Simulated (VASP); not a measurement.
# PbO4H4 in VASP: single point with PBE

Aim: the single point of PbO4H4 with PBE.

All numbers are computed with VASP 6.6.1; they aren't measurements. Logs are shortened: lines on timing, memory, paths and dates and some standing lists are left out, and cuts for length are marked.

**1. The cell of the first run**

The cell holds a molecule in a box, 9 atoms: a = 13.010 Å, b = 12.910 Å, c = 12.990 Å, α = 90.00°, β = 90.00°, γ = 90.00°.

**2. Single point, PBE**

INCAR

```
PREC = Accurate
ENCUT = 1000
EDIFF = 1E-6
ISMEAR = 0
SIGMA = 0.01
LREAL = F
LASPH = T
NELM = 120
ALGO = Normal
ISIF = 2
LWAVE = F
LCHARG = T
GGA = PE
LELF = T
LVHAR = T
NBANDS = 31
GGA_COMPAT = F
NELMDL = -8
```

KPOINTS

```
regular mesh
0
Gamma
  1 1 1
```

POSCAR

```
H4PbO4
1.0
   13.0100000000      0.0000000000      0.0000000000
    0.0000000000     12.9100000000      0.0000000000
    0.0000000000      0.0000000000     12.9900000000
Pb O H
1 4 4
Direct
    0.4818209100      0.4962068200      0.4868445000
    0.4803405100      0.3792757600      0.5987151700
    0.5014734800      0.4189783100      0.3464203200
    0.5990330500      0.6073896200      0.4912863700
    0.3458877800      0.5801409800      0.5096558900
    0.4361621800      0.4039938000      0.6538452700
    0.4771398900      0.3485670000      0.3568237100
    0.6539162200      0.5814446200      0.4475519600
    0.3611099200      0.6510805600      0.4897667400
```

Potentials or basis: VASP PAW PBE potentials, release 64 (Pb_d, O_h, H_h).

Launch:

```
cat potpaw_PBE.64/Pb_d/POTCAR potpaw_PBE.64/O_h/POTCAR potpaw_PBE.64/H_h/POTCAR > POTCAR
mpirun -np 1 vasp_gam > vasp.out
```

OUTCAR:

```text
PREC = Accurate
   ENCUT = 1000
   EDIFF = 1E-6
   ISMEAR = 0
   LREAL = F
   LASPH = T
   NELM = 120
   ISIF = 2
   GGA = PE
   NELMDL = -8

 ion  position               nearest neighbor table
   1  0.482  0.496  0.487-   3 2.09   4 2.10   5 2.10   2 2.10
   2  0.480  0.379  0.599-   6 0.97   1 2.10
   3  0.501  0.419  0.346-   7 0.97   1 2.09
   4  0.599  0.607  0.491-   8 0.97   1 2.10
   5  0.346  0.580  0.510-   9 0.97   1 2.10
   6  0.436  0.404  0.654-   2 0.97
   7  0.477  0.349  0.357-   3 0.97
   8  0.654  0.581  0.448-   4 0.97
   9  0.361  0.651  0.490-   5 0.97

  LATTYP: Found a simple orthorhombic cell.
 ALAT       =    12.9100000000
 B/A-ratio  =     1.0061967467
 C/A-ratio  =     1.0077459334

  Lattice vectors:

 A1 = (   0.0000000000,  12.9100000000,   0.0000000000)
 A2 = (   0.0000000000,   0.0000000000,  12.9900000000)
 A3 = (  13.0100000000,   0.0000000000,   0.0000000000)

Analysis of symmetry for initial positions (statically):
=====================================================================
 Subroutine PRICEL returns:
 Original cell was already a primitive cell.

 Routine SETGRP: Setting up the symmetry group for a
 simple orthorhombic supercell.

 Subroutine GETGRP returns: Found  1 space group operations
 (whereof  1 operations were pure point group operations)
 out of a pool of  8 trial point group operations.

The static configuration has the point symmetry C_1 .

Analysis of symmetry for dynamics (positions and initial velocities):
=====================================================================
 Subroutine PRICEL returns:
 Original cell was already a primitive cell.

 Routine SETGRP: Setting up the symmetry group for a
 simple orthorhombic supercell.

 Subroutine GETGRP returns: Found  1 space group operations
 (whereof  1 operations were pure point group operations)
 out of a pool of  8 trial point group operations.

The dynamic configuration has the point symmetry C_1 .

 Subroutine INISYM returns: Found  1 space group operations
 (whereof  1 operations are pure point group operations),
 and found     1 'primitive' translations

----------------------------------------------------------------------------------------

                                     Primitive cell

  volume of cell :    2181.7887

  direct lattice vectors                    reciprocal lattice vectors
    13.010000000  0.000000000  0.000000000     0.076863951  0.000000000  0.000000000
     0.000000000 12.910000000  0.000000000     0.000000000  0.077459334  0.000000000
     0.000000000  0.000000000 12.990000000     0.000000000  0.000000000  0.076982294

  length of vectors
    13.010000000 12.910000000 12.990000000     0.076863951  0.077459334  0.076982294

  position of ions in fractional coordinates (direct lattice)
     0.481820910  0.496206820  0.486844500
     0.480340510  0.379275760  0.598715170
     0.501473480  0.418978310  0.346420320
     0.599033050  0.607389620  0.491286370
     0.345887780  0.580140980  0.509655890
     0.436162180  0.403993800  0.653845270
     0.477139890  0.348567000  0.356823710
     0.653916220  0.581444620  0.447551960
     0.361109920  0.651080560  0.489766740

  ion indices of the primitive-cell ions
   primitive index   ion index
                 1           1
                 2           2
                 3           3
                 4           4
                 5           5
                 6           6
                 7           7
                 8           8
                 9           9

----------------------------------------------------------------------------------------

 KPOINTS: regular mesh

Automatic generation of k-mesh.
 Grid dimensions read from file:
 generate k-points for:    1    1    1

 Generating k-lattice:

  Cartesian coordinates                     Fractional coordinates (reciprocal lattice)
     0.076863951  0.000000000  0.000000000     1.000000000  0.000000000  0.000000000
     0.000000000  0.077459334  0.000000000     0.000000000  1.000000000  0.000000000
     0.000000000  0.000000000  0.076982294     0.000000000  0.000000000  1.000000000

  Length of vectors
     0.076863951  0.077459334  0.076982294

  Shift w.r.t. Gamma in fractional coordinates (k-lattice)
     0.000000000  0.000000000  0.000000000

 Subroutine IBZKPT returns following result:
 ===========================================

 Found      1 irreducible k-points:

 Following reciprocal coordinates:
            Coordinates               Weight
  0.000000  0.000000  0.000000      1.000000
   k-points           NKPTS =      1   k-points in BZ     NKDIM =      1   number of bands    NBANDS=     31
   number of dos      NEDOS =    301   number of ions     NIONS =      9
   total plane-waves  NPLWV = ******
   dimension x,y,z NGX =   140 NGY =  140 NGZ =  140
   dimension x,y,z NGXF=   280 NGYF=  280 NGZF=  280
   ions per type =               1   4   4
   NGX,Y,Z   is equivalent  to a cutoff of  17.89, 18.03, 17.92 a.u.
   NGXF,Y,Z  is equivalent  to a cutoff of  35.78, 36.06, 35.83 a.u.
 SYSTEM =  unknown system
   PREC   = accura    normal or accurate (medium, high low for compatibility)
   ISTART =      0    job   : 0-new  1-cont  2-samecut
   ICHARG =      2    charge: 1-file 2-atom 10-const
   ISPIN  =      1    spin polarized calculation?
   LNONCOLLINEAR =      F non collinear calculations
   LSORBIT =      F    spin-orbit coupling
   LASPH  =      T    aspherical Exc in radial PAW
   ENCUT  = 1000.0 eV  73.50 Ry    8.57 a.u.  33.55 33.29 33.49*2*pi/ulx,y,z
   NELM   =    120;   NELMIN=  2; NELMDL= -8     # of ELM steps
   EDIFF  = 0.1E-05   stopping-criterion for ELM
   LREAL  =      F    real-space projection
   EDIFFG = 0.1E-04   stopping-criterion for IOM
   NSW    =      0    number of steps for IOM
   IBRION =     -1    ionic relax: 0-MD 1-quasi-New 2-CG
   NFREE  =      0    steps in history (QN), initial steepest desc. (CG)
   ISIF   =      2    stress and relaxation
   ISYM   =      2    0-nonsym 1-usesym 2-fastsym
   POTIM  = 0.5000    time-step for ionic-motion
   TEBEG  =    0.0;   TEEND  =   0.0 temperature during run
   PSTRESS=    0.0 pullay stress
   NELECT =      42.0000    total number of electrons
   NUPDOWN=      -1.0000    fix difference up-down
   EMIN   =  10.00;   EMAX   =-10.00  energy-range for DOS
   EFERMI =   0.00;   METHOD = LEGACY
   ISMEAR =     0;   SIGMA  =   0.01  broadening in eV -4-tet -1-fermi 0-gaus
   EFERMI_NEDOS =   21; number of points for ismear=-14 and -15
   IALGO  =     38    algorithm
   IMIX   =      4    mixing-type and parameters
     AMIX     =   0.40;   BMIX     =  1.00
     AMIX_MAG =   1.60;   BMIX_MAG =  1.00
  volume/ion in A,a.u.               =     242.42      1635.94
  Fermi-wavevector in a.u.,A,eV,Ry     =   0.438753  0.829123  2.619182  0.192504
  Thomas-Fermi vector in A             =   1.412421
   LORBIT       =      0    0 simple, 1 ext, 2 COOP (PROOUT), +10 PAW based schemes
   GGA     = PE    functional components
   LHFCALC =     F    Hartree Fock is set to
   AEXX    =    0.0000 exact exchange contribution
   IVDW    =     0    specifies the selected vdW correction
   LEPSILON=     F    determine dielectric tensor
   LRPA    =     F    only Hartree local field effects (RPA)
 non-spin polarized calculation
 Gauss-broadening in eV      SIGMA  =   0.01
  energy-cutoff  :     1000.00
  volume of cell :     2181.79
 maximum number of plane-waves:     78344
 NGX is ok and might be reduce to   140
   NGX = 67   NGY = 67   NGZ = 67

 number of electron      42.0000002 magnetization

 Free energy of the ion-electron system (eV)
  ---------------------------------------------------
  ext. energy  EPLUGINS =         0.00000000
  ---------------------------------------------------
  free energy    TOTEN  =       -43.57006770 eV

  energy without entropy =      -43.57006770  energy(sigma->0) =      -43.57006770

 E-fermi :  -7.0366     XC(G=0):  -0.7919

 val. band max:       -7.0979589288   @ k =   0.0000   0.0000   0.0000
 cond. band min:      -4.2278272820   @ k =   0.0000   0.0000   0.0000
 fundamental gap:      2.8701316468
 Fermi energy:        -7.0365694072

 k-point     1 :       0.0000    0.0000    0.0000
  band No.  band energies     occupation
      1     -24.6459      2.00000
      2     -24.5529      2.00000
      3     -24.5512      2.00000
      4     -24.5257      2.00000
      5     -21.7655      2.00000
      6     -21.7310      2.00000
[... 23 lines left out ...]
     30       1.1122      0.00000
     31       1.1932      0.00000

------------------------ aborting loop because EDIFF is reached ----------------------------------------

  FORCE on cell =-STRESS in cart. coord.  units (eV):
  Direction    XX          YY          ZZ          XY          YZ          ZX
  --------------------------------------------------------------------------------------
  -------------------------------------------------------------------------------------
  Total        0.1325245      0.2959606      0.1381536      0.0044505      0.0229386     -0.1849347
  in kB        0.0973182      0.2173361      0.1014519      0.0032682      0.0168448     -0.1358051
  external PRESSURE =       0.1387020 kB  Pullay stress =       0.0000000 kB

 VOLUME and BASIS-vectors are now :
 -----------------------------------------------------------------------------
  energy-cutoff  :     1000.00
  volume of cell :     2181.79
      direct lattice vectors                 reciprocal lattice vectors
    13.010000000  0.000000000  0.000000000     0.076863951  0.000000000  0.000000000
     0.000000000 12.910000000  0.000000000     0.000000000  0.077459334  0.000000000
     0.000000000  0.000000000 12.990000000     0.000000000  0.000000000  0.076982294

 POSITION                                       TOTAL-FORCE (eV/Angst)
 -----------------------------------------------------------------------------------
      6.26849      6.40603      6.32411        -0.000781      0.003841     -0.001592
      6.24923      4.89645      7.77731         0.084055     -0.019498     -0.112140
      6.52417      5.40901      4.50000         0.034895      0.133277     -0.015466
      7.79342      7.84140      6.38181        -0.111377      0.024753      0.092594
      4.50000      7.48962      6.62043        -0.011570     -0.147077      0.025165
      5.67447      5.21556      8.49345        -0.097631      0.023504      0.124364
      6.20759      4.50000      4.63514        -0.032665     -0.154820      0.010855
      8.50745      7.50645      5.81370         0.124032     -0.028611     -0.100678
      4.69804      8.40545      6.36207         0.011043      0.164630     -0.023103
 -----------------------------------------------------------------------------------
    total drift:                               -0.000103      0.000436     -0.001086

  FREE ENERGIE OF THE ION-ELECTRON SYSTEM (eV)
  ---------------------------------------------------
  free  energy   TOTEN  =       -43.5700676954 eV

  energy  without entropy=      -43.5700676954  energy(sigma->0) =      -43.57006770
```

Wall time 9.6 min (1 thread of Intel Xeon 6975P-C (Granite Rapids), shared host); peak memory 4.1 GiB.

Results:

```yaml
Free_energy: -43.5701 eV
Largest_force: 0.167 eV/Å
Gap_between_the_frontier_levels: 2.87 eV
```

Forces in eV/Å, atoms in the order of the input:
```
Pb  -0.001  0.004 -0.002
O    0.084 -0.019 -0.112
O    0.035  0.133 -0.015
O   -0.111  0.025  0.093
O   -0.012 -0.147  0.025
H   -0.098  0.024  0.124
H   -0.033 -0.155  0.011
H    0.124 -0.029 -0.101
H    0.011  0.165 -0.023
```

Levels at points of the mesh, in eV from the valence-band top:
```csv
k point,band 19,band 20,band 21,band 22,band 23,band 24
"(0.00, 0.00, 0.00)",-0.03,-0.03,0.00,2.87,6.66,6.70
```

Caveat: spin-orbit coupling is left out, which moves the levels of the heavy elements.
